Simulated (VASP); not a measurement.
Wanted: the native input for a VASP 6.6.1 run.

* Task: single point
* Functional: PBE
* Potentials or basis: VASP PAW PBE potentials, release 64 (As)
* Cutoff: 520 eV
* k mesh: 7 × 7 × 7
* Occupations: fermi-dirac, width 0.05 eV
* Spin: no spin polarisation
* Dipole correction: no
* Further INCAR settings: ALGO = Normal; EDIFF = 1e-06; NBANDS = 12

The structure of As lies in POSCAR:

```
As
1.0
    1.9560287746      1.1293137395      3.5140619945
   -1.9560287746      1.1293137395      3.5140619945
    0.0000000000     -2.2586274792      3.5140619945
As
2
Direct
    0.2260000000      0.2260000000      0.2260000000
    0.7740000000      0.7740000000      0.7740000000
```

One way to write it, as run:

INCAR

```
PREC = Accurate ; ENCUT = 520
EDIFF = 1E-6 ; ISMEAR = -1
SIGMA = 0.05 ; LREAL = F
LASPH = T ; NELM = 100
ALGO = Normal ; ISIF = 2
LWAVE = F ; LCHARG = F
GGA = PE ; NBANDS = 12
```

KPOINTS

```
regular mesh
0
Gamma
  7 7 7
```

Potentials or basis: VASP PAW PBE potentials, release 64 (As).

Command:

```console
$ cat potpaw_PBE.64/As/POTCAR > POTCAR
$ mpirun -np 1 vasp_std > vasp.out
```

Results of the run:

```
Pressure               : -2.4 GPa
Largest force          : 0.053 eV/Å
Band gap on the k mesh : 0.19 eV, indirect (least direct gap 0.66 eV)
```

Run time: 6.6 s on 1 thread of Intel(R) Xeon(R) 6975P-C (Granite Rapids), with other jobs on the host, peak memory 0.17 GiB.
